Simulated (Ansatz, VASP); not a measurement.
# TiTe2 in VASP and in Ansatz

```xyz
3
Lattice="3.7770 0.0000 0.0000 -1.8885 3.2710 0.0000 0.0000 0.0000 6.4980" Properties=species:S:1:pos:R:3 pbc="T T T"
Ti    0.0000   -0.0492    0.0385
Te    1.8885    1.0903    1.7077
Te    0.0000    2.1807    4.7903
```

Change from the starting cell: all Ti atoms moved +0.062 Å, as atom 1 towards its neighbour atom 2 (Te) at 2.770 Å.

Alike in both runs: task single point; functional PBE; k mesh 12 × 12 × 8; occupations gaussian, width 0.15 eV; no spin polarisation.

|  | VASP | Ansatz |
| --- | --- | --- |
| version | VASP 6.6.1 | Ansatz 0.2.0 |
| potentials or method | VASP PAW PBE potentials, release 64 (Ti_sv, Te), cutoff 520 eV | scalar-relativistic, plane waves, PAW |
| valence electrons in the cell | 24 | 44 |

|  | VASP | Ansatz | Ansatz less VASP |
| --- | --- | --- | --- |
| gap on the k mesh at the Fermi level (eV) | none | none | - |
| pressure (GPa) | 1.0 | 1.0 | +0.02 |
| traceless stress, the component that is largest in VASP (GPa) | 0.65 | 0.64 | -0.004 |
| rms of the force components (eV/Å) | 0.189 | 0.188 | -0.0009 |

Atom by atom the forces differ by 0.005 eV/Å (rms over components). A gap of «none» marks a metal or a gap that the smearing closes. VASP's potentials hold 24 valence electrons a cell and Ansatz's 44, so a difference there can come from the potentials and not from the codes.

Neither program's run includes spin-orbit coupling.
